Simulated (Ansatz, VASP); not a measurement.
TlBr in VASP and in Ansatz

Contents of POSCAR:

```
TlBr
1.0
    3.9700005710      0.0000000000      0.0000000000
    0.0000000000      3.9700005710      0.0000000000
    0.0000000000      0.0000000000      3.9700005710
Tl Br
1 1
Direct
    0.0000000000      0.0000000000      0.0000000000
    0.5000000000      0.5000000000      0.5000000000
```

INCAR.step1

```
ALGO = Normal ; EDIFF = 1E-5
ENCUT = 550 ; GGA = PE
GGA_COMPAT = F ; ISMEAR = 0
LASPH = T ; LCHARG = F
LREAL = F ; LWAVE = T
NBANDS = 17 ; NELM = 120
PREC = Accurate ; SIGMA = 0.05
```

INCAR.step2

```
ALGO = Normal ; EDIFF = 1E-6
ENCUT = 550 ; GGA_COMPAT = F
ISIF = 2 ; ISMEAR = 0
ISTART = 1 ; LASPH = T
LCHARG = F ; LMIXTAU = T
LREAL = F ; LWAVE = F
METAGGA = R2SCAN ; NBANDS = 17
NELM = 120 ; PREC = Accurate
SIGMA = 0.05
```

Contents of KPOINTS:

```
k-points
0
Gamma
  8 8 8
```

Input for Ansatz:

```yaml
crystal:
  lattice:
    - [3.970000571, 0.0, 0.0]
    - [0.0, 3.970000571, 0.0]
    - [0.0, 0.0, 3.970000571]
  atoms:
    - { symbol: Tl, position: [0.0, 0.0, 0.0] }
    - { symbol: Br, position: [0.5, 0.5, 0.5] }
basis:
  ecutwfc: 500
  ecutrho_ratio: 4
kpoints:
  mp_grid: { grid: [8, 8, 8] }
hamiltonian:
  xc: r2scan
scf:
  occupations: { method: gaussian, width: 0.05 }
output:
  forces: true
  stress: true
  eigenvalues: true
```

Alike in both runs: task single point; functional r2SCAN; k mesh 8 × 8 × 8; occupations gaussian, width 0.05 eV; no spin polarisation.

|  | VASP | Ansatz |
| --- | --- | --- |
| version | VASP 6.6.1 | Ansatz 0.2.0 |
| potentials or method | VASP PAW PBE potentials, release 64 (Tl_d, Br), cutoff 550 eV | scalar-relativistic, plane waves, PAW |
| valence electrons in the cell | 20 | 20 |

```tsv
	VASP	Ansatz	Ansatz less VASP
gap on the k mesh at the Fermi level (eV)	2.28	2.28	-0.006
least direct gap on the mesh (eV)	2.28	2.28	-0.006
pressure (GPa)	0.5	0.5	+0.03
```

VASP's potentials were made for PBE, not for r2SCAN.

Neither program's run includes spin-orbit coupling.
